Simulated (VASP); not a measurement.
# TaCrS3: relaxation of cell and atoms with PBE

The system is TaCrS3.

```
CELL_PARAMETERS angstrom
4.28075 0.00000 0.00000
0.00000 4.28075 0.00000
0.00000 0.00000 4.30023
ATOMIC_POSITIONS crystal
Ta 0.50000 0.50000 0.50000
Cr 0.00000 0.00000 0.00000
S 0.50000 0.50000 0.00000
S 0.50000 0.00000 0.50000
S 0.00000 0.50000 0.50000
```

```json
{"Program": "VASP 6.6.1", "Task": "relaxation of cell and atoms", "Functional": "PBE", "Potentials or basis": "VASP PAW PBE potentials, release 64 (Ta_pv, Cr_pv, S)", "Cutoff": "600 eV", "k mesh": "4 × 4 × 4", "Occupations": "gaussian, width 0.1 eV", "Spin": "collinear spin, ferromagnetic start", "Starting moments": "[0.0, 4.61, 0.0, 0.0, 0.0] μB", "Dipole correction": "no", "Further INCAR settings": "ALGO = Normal; EDIFF = 1e-06; IBRION = 2; EDIFFG = -0.04; NSW = 90; ISIF = 3"}
```

| Quantity | Value |
| --- | --- |
| Relaxed volume | 21.92 Å³/atom |
| Relaxed cell | a = 4.783 Å, b = 4.783 Å, c = 4.790 Å, α = 90.00°, β = 90.00°, γ = 90.00° |
| Space group after relaxing (to 0.1 Å) | Pm-3m (No. 221) |
| Energy gained by relaxing | 878.1 meV/atom |
| Ionic steps | 5 |
| Pressure after relaxing | 0.0 GPa |
| Net moment | -4.62 μB per cell |
| Site moments | Ta -0.09; Cr -4.20; S +0.04 μB |
| Valence electrons inside the program's atomic spheres | Ta 8.79; Cr 10.34; S 3.76 |

Stress tensor (GPa, compression positive):
```
 0.04  0.00  0.00
 0.00  0.04  0.00
 0.00  0.00 -0.11
```

The path:
```
step  energy change (eV)  largest force (eV/Å)  pressure (GPa)  volume (Å³)
   1              0.0000                0.0000           60.24        78.80
   2             -0.3719                0.0000          -14.91       167.55
   3             -4.3691                0.0000           -2.23       112.42
   4             -4.3868                0.0000           -0.78       110.55
   5             -4.3903                0.0000           -0.01       109.59
```

Final structure:
```
CELL_PARAMETERS angstrom
4.78325 0.00000 0.00000
0.00000 4.78325 0.00000
0.00000 0.00000 4.79005
ATOMIC_POSITIONS crystal
Ta 0.50000 0.50000 0.50000
Cr 0.00000 0.00000 0.00000
S 0.50000 0.50000 0.00000
S 0.50000 0.00000 0.50000
S 0.00000 0.50000 0.50000
```

Levels at points of the mesh, in eV from the Fermi level:
Spin up:
```csv
k point,band 15,band 16,band 17,band 18,band 19,band 20,band 21,band 22
"(0.00, 0.00, 0.00)",-1.66,-1.00,-0.99,-0.99,-0.75,-0.75,-0.75,1.23
"(0.50, 0.00, 0.00)",-3.31,-2.26,-1.23,-1.23,-0.65,1.95,2.37,2.88
"(0.50, 0.50, 0.00)",-2.97,-2.62,-2.62,-0.33,2.19,2.19,2.26,2.38
"(0.00, 0.00, 0.50)",-3.31,-2.26,-1.23,-1.23,-0.65,2.88,2.89,3.13
"(0.50, 0.00, 0.50)",-2.97,-2.62,-2.62,-0.34,2.17,2.18,2.26,2.40
"(0.50, 0.50, 0.50)",-5.12,-0.26,-0.26,-0.25,1.36,2.71,2.71,2.72
```
Spin down:
| k point | band 19 | band 20 | band 21 | band 22 | band 23 | band 24 | band 25 | band 26 |
| --- | --- | --- | --- | --- | --- | --- | --- | --- |
| (0.00, 0.00, 0.00) | -0.99 | -0.99 | -0.99 | -0.73 | -0.73 | -0.22 | -0.22 | -0.22 |
| (0.50, 0.00, 0.00) | -0.72 | -0.61 | -0.51 | 0.00 | 0.04 | 0.05 | 1.93 | 2.22 |
| (0.50, 0.50, 0.00) | -0.54 | -0.52 | -0.26 | -0.26 | 0.23 | 1.36 | 2.33 | 2.49 |
| (0.00, 0.00, 0.50) | -0.72 | -0.61 | -0.51 | 0.00 | 0.04 | 0.04 | 1.94 | 2.20 |
| (0.50, 0.00, 0.50) | -0.54 | -0.52 | -0.26 | -0.26 | 0.23 | 1.37 | 2.31 | 2.32 |
| (0.50, 0.50, 0.50) | -0.47 | -0.47 | -0.17 | -0.17 | -0.16 | -0.14 | 2.53 | 2.53 |

Run time: 6 min on 1 thread of Intel(R) Xeon(R) 6975P-C (Granite Rapids), on a shared host, peak memory 0.3 GiB.

Caveat: the k points lie up to 0.33 Å⁻¹ apart in the final cell; the volume moved by over 15 % at a fixed basis, so the end points are rough; the highest band is partly filled, so the run has too few bands; spin-orbit coupling is left out, which moves the levels of the heavy elements; a cell with one magnetic atom can't hold antiferromagnetic order, which such compounds often take.
